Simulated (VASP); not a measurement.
# NaCl (Pm-3m) in VASP: notebook

The runs below take NaCl through single point, with PBEsol.

Program: VASP 6.6.1. These are calculated values, not measurements. Logs are shortened: lines on timing, memory, paths and dates and some standing lists are left out, and cuts for length are marked.

## (1) The cell of the first run

Symmetry: Pm-3m, No. 221, cubic system. Conventional cell: a = 3.252 Å, b = 3.252 Å, c = 3.252 Å, α = 90.00°, β = 90.00°, γ = 90.00°. Within 3.7 Å of Na (site symmetry m-3m) lie 8 Cl at 2.82 Å and 6 Na at 3.25 Å. Cl (site symmetry m-3m) has 8 Na at 2.82 Å and 6 Cl at 3.25 Å within 3.7 Å.

## (2) Single point, PBEsol (volume scaled by 0.840)

Input file INCAR:

```
SYSTEM = NaCl
ALGO = Normal ; EDIFF = 1E-6
ENCUT = 520 ; GGA = PS
ISIF = 2 ; ISMEAR = 0
LASPH = .TRUE. ; LCHARG = .FALSE.
LREAL = .FALSE. ; LWAVE = .FALSE.
NBANDS = 14 ; NELM = 80
PREC = Accurate ; SIGMA = 0.05
```

Input file KPOINTS:

```
k-points
0
G
  8 8 8
  0 0 0
```

Input file POSCAR:

```
NaCl
1.0
    3.2519005168      0.0000000000      0.0000000000
    0.0000000000      3.2519005168      0.0000000000
    0.0000000000      0.0000000000      3.2519005168
Na Cl
1 1
Direct
    0.0000000000      0.0000000000      0.0000000000
    0.5000000000      0.5000000000      0.5000000000
```

Potentials or basis: VASP PAW PBE potentials, release 64 (Na_pv, Cl).

On the command line:

```sh
> cat potpaw_PBE.64/Na_pv/POTCAR potpaw_PBE.64/Cl/POTCAR > POTCAR
> mpirun -np 1 vasp_std > vasp.out
```

OUTCAR:

```text
SYSTEM = NaCl
   EDIFF = 1E-6
   ENCUT = 520
   GGA = PS
   ISIF = 2
   ISMEAR = 0
   LASPH = .TRUE.
   LREAL = .FALSE.
   NELM = 80
   PREC = Accurate

 ion  position               nearest neighbor table
   1  0.000  0.000  0.000-
   2  0.500  0.500  0.500-

  LATTYP: Found a simple cubic cell.
 ALAT       =     3.2519005168

  Lattice vectors:

 A1 = (   3.2519005168,   0.0000000000,   0.0000000000)
 A2 = (   0.0000000000,   3.2519005168,   0.0000000000)
 A3 = (   0.0000000000,   0.0000000000,   3.2519005168)

Analysis of symmetry for initial positions (statically):
=====================================================================
 Subroutine PRICEL returns:
 Original cell was already a primitive cell.

 Routine SETGRP: Setting up the symmetry group for a
 simple cubic supercell.

 Subroutine GETGRP returns: Found 48 space group operations
 (whereof 48 operations were pure point group operations)
 out of a pool of 48 trial point group operations.

The static configuration has the point symmetry O_h .

Analysis of symmetry for dynamics (positions and initial velocities):
=====================================================================
 Subroutine PRICEL returns:
 Original cell was already a primitive cell.

 Routine SETGRP: Setting up the symmetry group for a
 simple cubic supercell.

 Subroutine GETGRP returns: Found 48 space group operations
 (whereof 48 operations were pure point group operations)
 out of a pool of 48 trial point group operations.

The dynamic configuration has the point symmetry O_h .

 Subroutine INISYM returns: Found 48 space group operations
 (whereof 48 operations are pure point group operations),
 and found     1 'primitive' translations

----------------------------------------------------------------------------------------

                                     Primitive cell

  volume of cell :      34.3884

  direct lattice vectors                    reciprocal lattice vectors
     3.251900517  0.000000000  0.000000000     0.307512482  0.000000000  0.000000000
     0.000000000  3.251900517  0.000000000     0.000000000  0.307512482  0.000000000
     0.000000000  0.000000000  3.251900517     0.000000000  0.000000000  0.307512482

  length of vectors
     3.251900517  3.251900517  3.251900517     0.307512482  0.307512482  0.307512482

  position of ions in fractional coordinates (direct lattice)
[... 82 lines left out ...]
   NSW    =      0    number of steps for IOM
   IBRION =     -1    ionic relax: 0-MD 1-quasi-New 2-CG
   NFREE  =      0    steps in history (QN), initial steepest desc. (CG)
   ISIF   =      2    stress and relaxation
   ISYM   =      2    0-nonsym 1-usesym 2-fastsym
   POTIM  = 0.5000    time-step for ionic-motion
   TEBEG  =    0.0;   TEEND  =   0.0 temperature during run
   PSTRESS=    0.0 pullay stress
   NELECT =      14.0000    total number of electrons
   NUPDOWN=      -1.0000    fix difference up-down
   EMIN   =  10.00;   EMAX   =-10.00  energy-range for DOS
   EFERMI =   0.00;   METHOD = LEGACY
   ISMEAR =     0;   SIGMA  =   0.05  broadening in eV -4-tet -1-fermi 0-gaus
   EFERMI_NEDOS =   21; number of points for ismear=-14 and -15
   IALGO  =     38    algorithm
   IMIX   =      4    mixing-type and parameters
     AMIX     =   0.40;   BMIX     =  1.00
     AMIX_MAG =   1.60;   BMIX_MAG =  1.00
  volume/ion in A,a.u.               =      17.19       116.03
  Fermi-wavevector in a.u.,A,eV,Ry     =   1.213334  2.292868 20.030207  1.472179
  Thomas-Fermi vector in A             =   2.348789
   LORBIT       =      0    0 simple, 1 ext, 2 COOP (PROOUT), +10 PAW based schemes
   GGA     = PS    functional components
   LHFCALC =     F    Hartree Fock is set to
   AEXX    =    0.0000 exact exchange contribution
   IVDW    =     0    specifies the selected vdW correction
   LEPSILON=     F    determine dielectric tensor
   LRPA    =     F    only Hartree local field effects (RPA)
 non-spin polarized calculation
 Gauss-broadening in eV      SIGMA  =   0.05
  energy-cutoff  :      520.00
  volume of cell :       34.39
 maximum number of plane-waves:       952
   NGX = 13   NGY = 13   NGZ = 13

 number of electron      13.9999992 magnetization

 Free energy of the ion-electron system (eV)
  ---------------------------------------------------
  ext. energy  EPLUGINS =         0.00000000
  ---------------------------------------------------
  free energy    TOTEN  =        -6.59636005 eV

  energy without entropy =       -6.59636005  energy(sigma->0) =       -6.59636005

 E-fermi :   2.5050     XC(G=0):  -9.6090

 val. band max:        2.1651323420   @ k =   0.5000   0.5000   0.0000
 cond. band min:       6.8533079395   @ k =   0.0000   0.0000   0.0000
 fundamental gap:      4.6881755975
 Fermi energy:         2.5049546962

 k-point     1 :       0.0000    0.0000    0.0000
  band No.  band energies     occupation
      1     -19.6419      2.00000
      2     -19.6419      2.00000
      3     -19.6419      2.00000
      4     -12.1536      2.00000
      5       1.4482      2.00000
      6       1.4482      2.00000
      7       1.4482      2.00000
      8       6.8533      0.00000
      9      10.1931      0.00000
     10      10.1931      0.00000
     11      18.8435      0.00000
     12      18.8435      0.00000
     13      18.8435      0.00000
     14      19.9323      0.00000
[... 377 lines left out ...]
      1     -19.7172      2.00000
      2     -19.7014      2.00000
      3     -19.6373      2.00000
      4     -11.0623      2.00000
      5      -1.1307      2.00000
      6      -0.6444      2.00000
      7       1.6058      2.00000
      8       8.0901      0.00000
      9      12.2480      0.00000
     10      12.3682      0.00000
     11      13.6390      0.00000
     12      16.7043      0.00000
     13      16.9175      0.00000
     14      20.5968      0.00000

 [... further k-points ...]
[... 5 lines left out ...]
  --------------------------------------------------------------------------------------
  -------------------------------------------------------------------------------------
  Total        1.6340298      1.6340298      1.6340298     -0.0000000      0.0000000     -0.0000000
  in kB       76.1305197     76.1305197     76.1305197     -0.0000000      0.0000000     -0.0000000
  external PRESSURE =      76.1305197 kB  Pullay stress =       0.0000000 kB

 VOLUME and BASIS-vectors are now :
 -----------------------------------------------------------------------------
  energy-cutoff  :      520.00
  volume of cell :       34.39
      direct lattice vectors                 reciprocal lattice vectors
     3.251900517  0.000000000  0.000000000     0.307512482  0.000000000  0.000000000
     0.000000000  3.251900517  0.000000000     0.000000000  0.307512482  0.000000000
     0.000000000  0.000000000  3.251900517     0.000000000  0.000000000  0.307512482

 POSITION                                       TOTAL-FORCE (eV/Angst)
 -----------------------------------------------------------------------------------
      0.00000      0.00000      0.00000         0.000000      0.000000      0.000000
      1.62595      1.62595      1.62595         0.000000      0.000000      0.000000
 -----------------------------------------------------------------------------------
    total drift:                                0.000000     -0.000000     -0.000000

  FREE ENERGIE OF THE ION-ELECTRON SYSTEM (eV)
  ---------------------------------------------------
  free  energy   TOTEN  =        -6.5963600523 eV

  energy  without entropy=       -6.5963600523  energy(sigma->0) =       -6.59636005
```

OSZICAR:

```text
N       E                     dE             d eps       ncg     rms          rms(c)
DAV:   1     0.104690436692E+03    0.10469E+03   -0.72546E+03   998   0.111E+03
DAV:   2     0.305086233260E+00   -0.10439E+03   -0.94423E+02  1102   0.299E+02
DAV:   3    -0.669072063018E+01   -0.69958E+01   -0.69589E+01  1208   0.708E+01
DAV:   4    -0.678560219941E+01   -0.94882E-01   -0.94841E-01  1190   0.859E+00
DAV:   5    -0.678747677531E+01   -0.18746E-02   -0.18745E-02  1258   0.124E+00    0.279E+00
DAV:   6    -0.662333284919E+01    0.16414E+00   -0.19012E-01  1300   0.402E+00    0.184E+00
DAV:   7    -0.659764997176E+01    0.25683E-01   -0.73452E-02  1428   0.217E+00    0.110E+00
DAV:   8    -0.659661093380E+01    0.10390E-02   -0.77288E-03  1076   0.898E-01    0.439E-01
DAV:   9    -0.659635762401E+01    0.25331E-03   -0.43827E-04  1238   0.181E-01    0.162E-01
DAV:  10    -0.659636251399E+01   -0.48900E-05   -0.12225E-04  1184   0.949E-02    0.200E-02
DAV:  11    -0.659635997884E+01    0.25352E-05   -0.85359E-06  1250   0.291E-02    0.226E-03
DAV:  12    -0.659636005226E+01   -0.73421E-07   -0.32694E-07   750   0.488E-03
   1 F= -.65963601E+01 E0= -.65963601E+01  d E =-.143697E-23
```

stdout:

```text
POSCAR found type information on POSCAR NaCl
 POSCAR found :  2 types and       2 ions
 scaLAPACK will be used
 -----------------------------------------------------------------------------
|                                                                             |
|                                                                             |
|     You enforced a specific xc type in the INCAR file but a different       |
|     I HOPE YOU KNOW WHAT YOU ARE DOING!                                     |
|                                                                             |
 -----------------------------------------------------------------------------

 LDA part: xc-table for (Slater+PW92), standard interpolation
 POSCAR, INCAR and KPOINTS ok, starting setup
 FFT: planning ... GRIDC
 FFT: planning ... GRID_SOFT
 FFT: planning ... GRID
 WAVECAR not read
 entering main loop
```

It took 4.1 s on 1 thread of Intel Xeon 6975P-C (Granite Rapids), shared host; peak memory 0.13 GiB.

What came out:

```yaml
Free_energy: -6.5964 eV
Pressure: 7.6 GPa
Band_gap_on_the_k_mesh: 4.69 eV, indirect (least direct gap 5.24 eV)
```

Caveat: the cell differs from its parent crystal (volume scaled by 0.840); the PAW data sets were made with another functional, which shifts forces and pressure a little. A k mesh can miss the band edges.

## (3) Single point, PBEsol (volume scaled by 0.880)

Input file INCAR:

```
SYSTEM = NaCl
  PREC = Accurate
  ENCUT = 520
  EDIFF = 1E-6
  ISMEAR = 0
  SIGMA = 0.05
  LREAL = .FALSE.
  LASPH = .TRUE.
  NELM = 60
  ALGO = Normal
  ISIF = 2
  LWAVE = .FALSE.
  LCHARG = .FALSE.
  GGA = PS
  NBANDS = 14
```

Input file KPOINTS:

```
regular mesh
0
G
  8 8 8
  0 0 0
```

Input file POSCAR:

```
NaCl
1.0
    3.3027196708      0.0000000000      0.0000000000
    0.0000000000      3.3027196708      0.0000000000
    0.0000000000      0.0000000000      3.3027196708
Na Cl
1 1
Direct
    0.0000000000      0.0000000000      0.0000000000
    0.5000000000      0.5000000000      0.5000000000
```

Potentials or basis: VASP PAW PBE potentials, release 64 (Na_pv, Cl).

On the command line:

```sh
> cat potpaw_PBE.64/Na_pv/POTCAR potpaw_PBE.64/Cl/POTCAR > POTCAR
> mpirun -np 1 vasp_std > vasp.out
```

It took 9.2 s on 1 thread of Intel Xeon 6975P-C (Granite Rapids), shared host; peak memory 0.15 GiB.

It converged, with:

```yaml
Free_energy: -6.6609 eV
Pressure: 5.0 GPa
Band_gap_on_the_k_mesh: 4.48 eV, indirect (least direct gap 5.15 eV)
```

Levels at points of the mesh, in eV from the valence-band top:
```csv
k point,band 3,band 4,band 5,band 6,band 7,band 8,band 9,band 10,band 11,band 12
"(0.00, 0.00, 0.00)",-21.80,-14.09,-0.67,-0.67,-0.67,4.48,8.13,8.13,16.52,16.52
"(0.50, 0.00, 0.00)",-21.79,-13.50,-3.89,-0.36,-0.36,7.31,9.74,10.25,12.15,12.15
"(0.50, 0.50, 0.00)",-21.78,-13.11,-3.00,-3.00,0.00,5.30,10.07,12.07,12.07,12.75
"(0.50, 0.50, 0.50)",-21.85,-12.67,-2.50,-2.50,-2.50,6.90,6.90,6.90,13.06,17.52
```

Caveat: the cell differs from its parent crystal (volume scaled by 0.880); the PAW data sets were made with another functional, which shifts forces and pressure a little. A k mesh can miss the band edges.

## (4) Single point, PBEsol (volume scaled by 0.920)

Input file INCAR:

```
PREC     = Accurate       # precision mode
ENCUT    = 520            # plane-wave cutoff, eV
EDIFF    = 1E-6           # SCF threshold, eV
ISMEAR   = 0              # smearing method
SIGMA    = 0.05           # smearing width, eV
LREAL    = F              # projectors in reciprocal space
LASPH    = T              # aspherical terms in the spheres
NELM     = 100            # most SCF steps
ALGO     = Normal         # electronic algorithm
ISIF     = 2              # what is computed and relaxed
LWAVE    = F              # write WAVECAR
LCHARG   = F              # write CHGCAR
GGA      = PS             # functional
NBANDS   = 14             # bands
```

Input file KPOINTS:

```
Automatic mesh
0
Gamma
  8 8 8
```

Input file POSCAR:

```
NaCl
1.0
    3.3520212627      0.0000000000      0.0000000000
    0.0000000000      3.3520212627      0.0000000000
    0.0000000000      0.0000000000      3.3520212627
Na Cl
1 1
Direct
    0.0000000000      0.0000000000      0.0000000000
    0.5000000000      0.5000000000      0.5000000000
```

On the command line:

```sh
> cat potpaw_PBE.64/Na_pv/POTCAR potpaw_PBE.64/Cl/POTCAR > POTCAR
> mpirun -np 1 vasp_std > vasp.out
```

Run time: 9.5 s. Hardware: 1 thread of Intel Xeon 6975P-C (Granite Rapids), shared host; peak memory 0.15 GiB.

It converged, with:

```
Free energy            : -6.7016 eV
Pressure               : 2.9 GPa
Band gap on the k mesh : 4.30 eV, indirect (least direct gap 4.92 eV)
```

Levels at points of the mesh, in eV from the valence-band top:
| k point | band 5 | band 6 | band 7 | band 8 | band 9 | band 10 |
| --- | --- | --- | --- | --- | --- | --- |
| (0.00, 0.00, 0.00) | -0.62 | -0.62 | -0.62 | 4.30 | 8.22 | 8.22 |
| (0.50, 0.00, 0.00) | -3.64 | -0.33 | -0.33 | 7.16 | 9.41 | 10.30 |
| (0.50, 0.50, 0.00) | -2.81 | -2.81 | 0.00 | 5.35 | 9.99 | 11.75 |
| (0.50, 0.50, 0.50) | -2.33 | -2.33 | -2.33 | 6.93 | 6.93 | 6.93 |

Caveat: the cell differs from its parent crystal (volume scaled by 0.920); the PAW data sets were made with another functional, which shifts forces and pressure a little. A k mesh can miss the band edges.

## (5) Single point, PBEsol

This run uses another cell than the first one, of 20.47 Å³/atom, 1.190 times its volume.

Input file INCAR:

```
SYSTEM = NaCl
  PREC = Accurate
  ENCUT = 520
  EDIFF = 1E-6
  ISMEAR = 0
  SIGMA = 0.05
  LREAL = .FALSE.
  LASPH = .TRUE.
  NELM = 60
  ALGO = Normal
  ISIF = 2
  LWAVE = .FALSE.
  LCHARG = .FALSE.
  GGA = PS
  NBANDS = 14
```

Input file KPOINTS:

```
Automatic mesh
0
G
  8 8 8
  0 0 0
```

Input file POSCAR:

```
NaCl
1.0
    3.4464937005      0.0000000000      0.0000000000
    0.0000000000      3.4464937005      0.0000000000
    0.0000000000      0.0000000000      3.4464937005
Na Cl
1 1
Direct
    0.0000000000      0.0000000000      0.0000000000
    0.5000000000      0.5000000000      0.5000000000
```

On the command line:

```sh
> cat potpaw_PBE.64/Na_pv/POTCAR potpaw_PBE.64/Cl/POTCAR > POTCAR
> mpirun -np 1 vasp_std > vasp.out
```

It took 9.9 s on 1 thread of Intel Xeon 6975P-C (Granite Rapids), shared host; peak memory 0.15 GiB.

Results (log left out):

```yaml
Free_energy: -6.7305 eV
Pressure: 0.0 GPa
Band_gap_on_the_k_mesh: 3.99 eV, indirect (least direct gap 4.53 eV)
```

Levels at points of the mesh, in eV from the valence-band top:
```
           k point  band 3  band 4  band 5  band 6  band 7  band 8  band 9  band 10  band 11  band 12
(0.00, 0.00, 0.00)  -21.84  -13.55   -0.54   -0.54   -0.54    3.99    8.35     8.35    16.03    16.05
(0.50, 0.00, 0.00)  -21.84  -13.13   -3.22   -0.29   -0.29    6.89    8.81    10.36    11.88    11.88
(0.50, 0.50, 0.00)  -21.83  -12.83   -2.48   -2.48    0.00    5.41    9.83    11.18    11.18    12.60
(0.50, 0.50, 0.50)  -21.87  -12.51   -2.03   -2.03   -2.03    6.96    6.96     6.96    12.04    16.19
```

Caveat: the PAW data sets were made with another functional, which shifts forces and pressure a little. A k mesh can miss the band edges.

## (6) Summary

| cell | gap on the mesh (eV) | pressure (GPa) |
| --- | --- | --- |
| a = 3.252 Å, 2 atoms | 4.69 | 7.6 |
| a = 3.303 Å, 2 atoms | 4.48 | 5.0 |
| a = 3.352 Å, 2 atoms | 4.30 | 2.9 |
| a = 3.446 Å, 2 atoms | 3.99 | 0.0 |

Alike in all rows: task single point; level PBEsol; potentials or basis VASP PAW PBE potentials, release 64 (Na_pv, Cl); no spin polarisation; k mesh 8 × 8 × 8; cutoff (eV) 520; smearing gaussian 0.05 eV.

Caveats: the PAW data sets were made with another functional, which shifts forces and pressure a little.

Absolute energies hang on the potentials; compare differences alone.
